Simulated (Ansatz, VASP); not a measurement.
**In in VASP and in Ansatz**

The input INCAR:

```
PREC = Accurate ; ENCUT = 520
EDIFF = 1E-6 ; ISMEAR = -1
SIGMA = 0.1 ; LREAL = False
LASPH = True ; NELM = 80
ALGO = Normal ; ISIF = 2
LWAVE = False ; LCHARG = False
GGA = B5 ; ALDAX = 1.0
AGGAX = 1.0 ; AGGAC = 1.0
ALDAC = 0.0 ; NBANDS = 12
```

File KPOINTS:

```
regular mesh
0
Gamma
  12 12 12
```

POSCAR

```
In
1.0
    0.0000000000      2.4617336486      2.4617336486
    2.4617336486      0.0000000000      2.4617336486
    2.4617336486      2.4617336486      0.0000000000
In
1
Direct
    0.0000000000      0.0000000000      0.0000000000
```

Input for Ansatz:

```yaml
crystal:
  lattice:
    - [0.0, 2.4617336486, 2.4617336486]
    - [2.4617336486, 0.0, 2.4617336486]
    - [2.4617336486, 2.4617336486, 0.0]
  atoms:
    - { symbol: In, position: [0.0, 0.0, 0.0] }
hamiltonian:
  xc: blyp
  pseudopotentials:
    kind: paw
    azcp:
      In: "pseudopotentials/In.paw.azcp"
basis:
  ecutwfc: 420
  fft_grid_basis: typed
kpoints:
  mp_grid: { grid: [12, 12, 12], shift: [0, 0, 0] }
magnetization:
  spin_polarized: false
scf:
  occupations: { method: fermi_dirac, width: 0.1 }
  lower_state_search: "off"
output:
  stress: true
  write_density: true
  write_potential: true
  elf: true
  volumetric_format: npy
```

Alike in both runs: task single point; functional BLYP; k mesh 12 × 12 × 12; occupations fermi-dirac, width 0.1 eV; no spin polarisation.

|  | VASP | Ansatz |
| --- | --- | --- |
| version | VASP 6.6.1 | Ansatz 0.2.0 |
| potentials or method | VASP PAW PBE potentials, release 64 (In_d), cutoff 520 eV | plane waves (420 eV) with PAW, scalar-relativistic |
| valence electrons in the cell | 13 | 13 |

|  | VASP | Ansatz | Ansatz less VASP |
| --- | --- | --- | --- |
| pressure (GPa) | 1.0 | 1.0 | +0.05 |

VASP's potentials were made for PBE, not for BLYP.
